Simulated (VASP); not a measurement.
A run of VASP 6.6.1:

The input INCAR:

```
SYSTEM = Ta2N
PREC     = Accurate       ! precision mode
ENCUT    = 520            ! plane-wave cutoff, eV
EDIFF    = 1E-6           ! SCF threshold, eV
ISMEAR   = 0              ! smearing method
SIGMA    = 0.15           ! smearing width, eV
LREAL    = .False.        ! projectors in reciprocal space
LASPH    = .True.         ! aspherical terms in the spheres
NELM     = 100            ! most SCF steps
ALGO     = Normal         ! electronic algorithm
ISIF     = 2              ! what is computed and relaxed
LWAVE    = .False.        ! write WAVECAR
LCHARG   = .False.        ! write CHGCAR
GGA      = PS             ! functional
NBANDS   = 20             ! bands
```

The input KPOINTS:

```
Automatic mesh
0
Gamma
  18 18 10
  0 0 0
```

Contents of POSCAR:

```
Ta2N
1.0
    3.0786153869      0.0000000000      0.0000000000
   -1.5393076935      2.6661591336      0.0000000000
    0.0000000000      0.0000000000      4.8232571780
Ta N
2 1
Direct
    0.6338479204      0.2676958409      0.7462554481
    0.3661520796      0.7323041591      0.2537445519
    0.0000000000      0.0000000000      0.0000000000
```

Potentials or basis: VASP PAW PBE potentials, release 64 (Ta_pv, N).

Command:

```sh
$ cat potpaw_PBE.64/Ta_pv/POTCAR potpaw_PBE.64/N/POTCAR > POTCAR
$ mpirun -np 1 vasp_std > vasp.out
```

Hardware: 1 thread of Intel(R) Xeon(R) 6975P-C (Granite Rapids), with other jobs on the host.

Question: Estimate the wall time of this run.

Answer: Wall time 3.7 min on 1 thread of Intel(R) Xeon(R) 6975P-C (Granite Rapids), on a shared host, peak memory 0.66 GiB. Counts: scf iterations 13, k points 866.
